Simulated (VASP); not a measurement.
# TiCo3 (Pm-3m) in VASP: notebook

The runs below take TiCo3 through single point, with PBEsol.

All numbers are computed with VASP 6.6.1; they aren't measurements. Logs are shortened: lines on timing, memory, paths and dates and some standing lists are left out, and cuts for length are marked.

**1. The cell of the first run**

Symmetry: Pm-3m, No. 221, cubic system. Conventional cell: a = 3.614 Å, b = 3.614 Å, c = 3.614 Å, α = 90.00°, β = 90.00°, γ = 90.00°. Within 3.4 Å of Ti (site symmetry m-3m) lie 12 Co at 2.56 Å. Co (site symmetry 4/mmm) has 4 Ti at 2.56 Å and 8 Co at 2.56 Å within 3.4 Å.

**2. Single point, PBEsol, collinear spin, ferrimagnetic start**

Contents of INCAR:

```
SYSTEM = TiCo3
  PREC = Accurate
  ENCUT = 520
  EDIFF = 1E-6
  ISMEAR = 0
  SIGMA = 0.1
  LREAL = .FALSE.
  LASPH = .TRUE.
  NELM = 150
  ALGO = Normal
  ISIF = 2
  LWAVE = .FALSE.
  LCHARG = .TRUE.
  ISPIN = 2
  MAGMOM = -0.42 1.21 1.21 1.21
  LORBIT = 11
  LMAXMIX = 4
  GGA = PS
  LELF = .TRUE.
  LVHAR = .TRUE.
  NBANDS = 32
```

Contents of KPOINTS:

```
regular mesh
0
G
  12 12 12
  0 0 0
```

Contents of POSCAR:

```
TiCo3
1.0
    3.6140000000      0.0000000000      0.0000000000
    0.0000000000      3.6140000000      0.0000000000
    0.0000000000      0.0000000000      3.6140000000
Ti Co
1 3
Direct
    0.0000000000      0.0000000000      0.0000000000
    0.0000000000      0.5000000000      0.5000000000
    0.5000000000      0.0000000000      0.5000000000
    0.5000000000      0.5000000000      0.0000000000
```

Potentials or basis: VASP PAW PBE potentials, release 64 (Ti_sv, Co).

Command:

```sh
cat potpaw_PBE.64/Ti_sv/POTCAR potpaw_PBE.64/Co/POTCAR > POTCAR
mpirun -np 1 vasp_std > vasp.out
```

OUTCAR:

```text
SYSTEM = TiCo3
   PREC = Accurate
   ENCUT = 520
   EDIFF = 1E-6
   ISMEAR = 0
   LREAL = .FALSE.
   LASPH = .TRUE.
   NELM = 150
   ISIF = 2
   ISPIN = 2
   LORBIT = 11
   GGA = PS

 ion  position               nearest neighbor table
   1  0.000  0.000  0.000-   2 2.56   3 2.56   4 2.56   2 2.56   3 2.56   2 2.56   4 2.56   2 2.56
                             3 2.56   4 2.56   3 2.56   4 2.56
   2  0.000  0.500  0.500-   1 2.56   3 2.56   4 2.56   1 2.56   4 2.56   1 2.56   3 2.56   1 2.56
                             3 2.56   4 2.56   4 2.56   3 2.56
   3  0.500  0.000  0.500-   1 2.56   2 2.56   4 2.56   1 2.56   4 2.56   2 2.56   4 2.56   4 2.56
                             1 2.56   2 2.56   1 2.56   2 2.56
   4  0.500  0.500  0.000-   1 2.56   2 2.56   3 2.56   2 2.56   3 2.56   1 2.56   3 2.56   3 2.56
                             1 2.56   2 2.56   2 2.56   1 2.56

  LATTYP: Found a simple cubic cell.
 ALAT       =     3.6140000000

  Lattice vectors:

 A1 = (   3.6140000000,   0.0000000000,   0.0000000000)
 A2 = (   0.0000000000,   3.6140000000,   0.0000000000)
 A3 = (   0.0000000000,   0.0000000000,   3.6140000000)

Analysis of symmetry for initial positions (statically):
=====================================================================
 Subroutine PRICEL returns:
 Original cell was already a primitive cell.

 Routine SETGRP: Setting up the symmetry group for a
 simple cubic supercell.

 Subroutine GETGRP returns: Found 48 space group operations
 (whereof 48 operations were pure point group operations)
 out of a pool of 48 trial point group operations.

The static configuration has the point symmetry O_h .

Analysis of symmetry for dynamics (positions and initial velocities):
=====================================================================
 Subroutine PRICEL returns:
 Original cell was already a primitive cell.

 Routine SETGRP: Setting up the symmetry group for a
 simple cubic supercell.

 Subroutine GETGRP returns: Found 48 space group operations
 (whereof 48 operations were pure point group operations)
 out of a pool of 48 trial point group operations.

The dynamic configuration has the point symmetry O_h .

Analysis of structural, dynamic, and magnetic symmetry:
=====================================================================
 Subroutine PRICEL returns:
 Original cell was already a primitive cell.

 Routine SETGRP: Setting up the symmetry group for a
 simple cubic supercell.

 Subroutine GETGRP returns: Found 48 space group operations
 (whereof 48 operations were pure point group operations)
 out of a pool of 48 trial point group operations.
[... 135 lines left out ...]
   LRPA    =     F    only Hartree local field effects (RPA)
 spin polarized calculation
 Gauss-broadening in eV      SIGMA  =   0.10
  energy-cutoff  :      520.00
  volume of cell :       47.20
 maximum number of plane-waves:      1328
 NGX is ok and might be reduce to    28
   NGX = 13   NGY = 13   NGZ = 13

 number of electron      39.0000031 magnetization      -0.0031368

 number of electron      39.0000031 magnetization       0.0027286

 Free energy of the ion-electron system (eV)
  ---------------------------------------------------
  ext. energy  EPLUGINS =         0.00000000
  ---------------------------------------------------
  free energy    TOTEN  =       -32.54513664 eV

  energy without entropy =      -32.51320151  energy(sigma->0) =      -32.52916908

 E-fermi :   9.6403     XC(G=0): -13.2552

 val. band max:        9.6330807777   @ k =   0.5000   0.3333   0.0833
 cond. band min:       9.6405261711   @ k =   0.3333   0.0833   0.0833
 fundamental gap:      0.0074453935
 Fermi energy:         9.6403337506

 spin component 1

 k-point     1 :       0.0000    0.0000    0.0000
  band No.  band energies     occupation
      1     -46.6260      1.00000
      2     -22.9707      1.00000
      3     -22.9707      1.00000
      4     -22.9707      1.00000
      5       1.8154      1.00000
      6       5.5725      1.00000
[... 805 lines left out ...]
     30      21.2710      0.00000
     31      21.7618      0.00000

 [... further k-points ...]

 spin component 2

 k-point     1 :       0.0000    0.0000    0.0000
  band No.  band energies     occupation
      1     -46.6262      1.00000
      2     -22.9709      1.00000
      3     -22.9709      1.00000
      4     -22.9709      1.00000
      5       1.8157      1.00000
      6       5.5731      1.00000
[... 805 lines left out ...]
     30      21.2715      0.00000
     31      21.7621      0.00000

 [... further k-points ...]

 [bands above 31 left out]

------------------------ aborting loop because EDIFF is reached ----------------------------------------

  FORCE on cell =-STRESS in cart. coord.  units (eV):
  Direction    XX          YY          ZZ          XY          YZ          ZX
  --------------------------------------------------------------------------------------
  -------------------------------------------------------------------------------------
  Total       -4.5247141     -4.5247141     -4.5247141     -0.0000000     -0.0000000      0.0000000
  in kB     -153.5809240   -153.5809240   -153.5809240     -0.0000000     -0.0000000      0.0000000
  external PRESSURE =    -153.5809240 kB  Pullay stress =       0.0000000 kB

 VOLUME and BASIS-vectors are now :
 -----------------------------------------------------------------------------
  energy-cutoff  :      520.00
  volume of cell :       47.20
      direct lattice vectors                 reciprocal lattice vectors
     3.614000000  0.000000000  0.000000000     0.276701716  0.000000000  0.000000000
     0.000000000  3.614000000  0.000000000     0.000000000  0.276701716  0.000000000
     0.000000000  0.000000000  3.614000000     0.000000000  0.000000000  0.276701716

 POSITION                                       TOTAL-FORCE (eV/Angst)
 -----------------------------------------------------------------------------------
      0.00000      0.00000      0.00000         0.000000      0.000000      0.000000
      0.00000      1.80700      1.80700         0.000000      0.000000      0.000000
      1.80700      0.00000      1.80700         0.000000      0.000000      0.000000
      1.80700      1.80700      0.00000         0.000000      0.000000      0.000000
 -----------------------------------------------------------------------------------
    total drift:                                0.000000      0.000000      0.000000

  FREE ENERGIE OF THE ION-ELECTRON SYSTEM (eV)
  ---------------------------------------------------
  free  energy   TOTEN  =       -32.5451366448 eV

  energy  without entropy=      -32.5132015137  energy(sigma->0) =      -32.52916908

 total charge

# of ion       s       p       d       tot
------------------------------------------
    1        2.262   6.186   1.912  10.360
    2        0.498   0.489   7.308   8.295
    3        0.498   0.489   7.308   8.295
    4        0.498   0.489   7.308   8.295
--------------------------------------------------
tot          3.755   7.654  23.837  35.245

 magnetization (x)

# of ion       s       p       d       tot
------------------------------------------
    1        0.000  -0.000  -0.000  -0.000
    2        0.000   0.000   0.001   0.001
    3        0.000   0.000   0.001   0.001
    4        0.000   0.000   0.001   0.001
--------------------------------------------------
tot          0.000   0.000   0.003   0.003
```

It took 9.4 min on 1 thread of Oxide Virtual Turin-like, shared host; peak memory 0.28 GiB.

Results:

```
Free energy                                           : -32.5451 eV
Pressure                                              : -15.4 GPa
Net moment                                            : 0.00 μB per cell
Valence electrons inside the program's atomic spheres : Ti 10.36; Co 8.29
```

Caveat: the PAW data sets were made with another functional, which shifts forces and pressure a little.

**3. Single point, PBEsol, collinear spin, ferrimagnetic start**

Contents of INCAR:

```
  ALGO = Normal
  EDIFF = 1E-6
  ENCUT = 520
  GGA = PS
  ISIF = 2
  ISMEAR = 0
  ISPIN = 2
  LASPH = T
  LCHARG = F
  LMAXMIX = 4
  LORBIT = 11
  LREAL = F
  LWAVE = F
  MAGMOM = -0.42 1.21 1.21 1.21
  NBANDS = 32
  NELM = 150
  PREC = Accurate
  SIGMA = 0.1
```

Contents of KPOINTS:

```
k-points
0
Gamma
  12 12 12
```

POSCAR is that of step 2.

Potentials or basis: VASP PAW PBE potentials, release 64 (Ti_sv, Co).

Command:

```sh
cat potpaw_PBE.64/Ti_sv/POTCAR potpaw_PBE.64/Co/POTCAR > POTCAR
mpirun -np 1 vasp_std > vasp.out
```

It took 12 min on 1 thread of Oxide Virtual Turin-like, shared host; peak memory 0.28 GiB.

It converged, with:

- Free energy: -32.5451 eV
- Pressure: -15.4 GPa
- Net moment: 0.00 μB per cell
- Valence electrons inside the program's atomic spheres: Ti 10.36; Co 8.29

Levels at points of the mesh, in eV from the Fermi level:
Spin up:
| k point | band 18 | band 19 | band 20 | band 21 | band 22 | band 23 |
| --- | --- | --- | --- | --- | --- | --- |
| (0.00, 0.00, 0.00) | 0.66 | 0.66 | 0.66 | 2.46 | 2.46 | 3.25 |
| (0.50, 0.00, 0.00) | -0.52 | -0.45 | 0.11 | 0.67 | 1.19 | 1.19 |
| (0.50, 0.50, 0.00) | -0.72 | -0.72 | -0.33 | -0.32 | 1.67 | 1.67 |
| (0.50, 0.50, 0.50) | 0.47 | 0.47 | 0.47 | 0.79 | 0.79 | 0.79 |
Spin down:
| k point | band 18 | band 19 | band 20 | band 21 | band 22 | band 23 |
| --- | --- | --- | --- | --- | --- | --- |
| (0.00, 0.00, 0.00) | 0.67 | 0.67 | 0.67 | 2.46 | 2.46 | 3.25 |
| (0.50, 0.00, 0.00) | -0.52 | -0.44 | 0.11 | 0.67 | 1.19 | 1.19 |
| (0.50, 0.50, 0.00) | -0.72 | -0.72 | -0.33 | -0.31 | 1.67 | 1.67 |
| (0.50, 0.50, 0.50) | 0.47 | 0.47 | 0.47 | 0.79 | 0.79 | 0.79 |

Caveat: the PAW data sets were made with another functional, which shifts forces and pressure a little.
